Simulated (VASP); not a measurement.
The system is InSe2.

```
In Se
1.0
     0.00000    4.18711    4.18711
     4.18711    0.00000    4.18711
     4.18711    4.18711    0.00000
In Se
2 4
Cartesian
  0.0000 0.0000 0.0000
  2.0936 2.0936 2.0936
  5.2339 5.2339 5.2339
  5.2339 3.1403 3.1403
  3.1403 3.1403 5.2339
  3.1403 5.2339 3.1403
```

```yaml
Program: VASP 6.6.1
Task: relaxation of cell and atoms
Functional: r2SCAN
Potentials_or_basis: VASP PAW PBE potentials, release 64 (In_d, Se)
Cutoff: 600 eV
k_mesh: 8 × 8 × 8
Occupations: gaussian, width 0.1 eV
Spin: no spin polarisation
```

At the start: pressure 1.5 GPa; volume 24.47 Å³/atom.

Q: Where does the relaxation end?

A: Over 3 steps the energy falls by 3.1 meV/atom and the volume is 25.18 Å³/atom (+2.9 %); space group Fd-3m (No. 227, to 0.1 Å) before and after.

Step by step:
```tsv
step	energy change (eV)	largest force (eV/Å)	pressure (GPa)	volume (Å³)
1	0.0000	0.0000	1.46	146.82
2	-0.0187	0.0000	-0.15	151.60
3	-0.0189	0.0000	0.02	151.11
```

Final structure:
```xyz
6
Lattice="0.0000 4.2275 4.2275 4.2275 0.0000 4.2275 4.2275 4.2275 0.0000" Properties=species:S:1:pos:R:3 pbc="T T T"
In    0.0000    0.0000    0.0000
In    2.1138    2.1138    2.1138
Se    5.2844    5.2844    5.2844
Se    5.2844    3.1706    3.1706
Se    3.1706    3.1706    5.2844
Se    3.1706    5.2844    3.1706
```

Caveat: the PAW data sets were made with another functional, which shifts forces and pressure a little.
